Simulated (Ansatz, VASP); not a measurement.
# TiSi3W: VASP beside Ansatz

```
Ti Si W
1.0
     4.20104    0.00000    0.00000
     0.00000    4.20104    0.00000
     0.00000    0.00000    4.20104
Ti Si W
1 3 1
Direct
  0.50000 0.50000 0.50000
  0.50000 0.00000 0.00000
  0.00000 0.50000 0.00000
  0.00000 0.00000 0.50000
  0.00000 0.00000 0.00000
```

Change from the starting cell: species swapped into the Gd3TlC type (Pm-3m, No. 221).

Alike in both runs: task relaxation of cell and atoms; functional PBE; k mesh 4 × 4 × 4; occupations gaussian, width 0.1 eV; no spin polarisation.

|  | VASP | Ansatz |
| --- | --- | --- |
| version | VASP 6.6.1 | Ansatz 0.2.0 |
| potentials or method | VASP PAW PBE potentials, release 64 (Ti_sv, Si, W_sv), cutoff 600 eV | scalar-relativistic, plane waves, PAW |
| valence electrons in the cell | 38 | 38 |

VASP gave:

* gap on the k mesh at the Fermi level, each at its own relaxed structure (eV): none
* relaxed volume (Å³/atom): 20.47
* relaxed cell length with the largest relative difference (Å): 4.678

Which values does Ansatz return?

gap on the k mesh at the Fermi level, each at its own relaxed structure (eV): none; relaxed volume (Å³/atom): 20.52; relaxed cell length with the largest relative difference (Å): 4.681.

A gap of «none» marks a metal or a gap that the smearing closes.

The k mesh is coarse, so the values compare programs but aren't converged. Neither program's run includes spin-orbit coupling. Noted on VASP's run: the volume moved by over 15 % at a fixed basis, so the end points are rough.
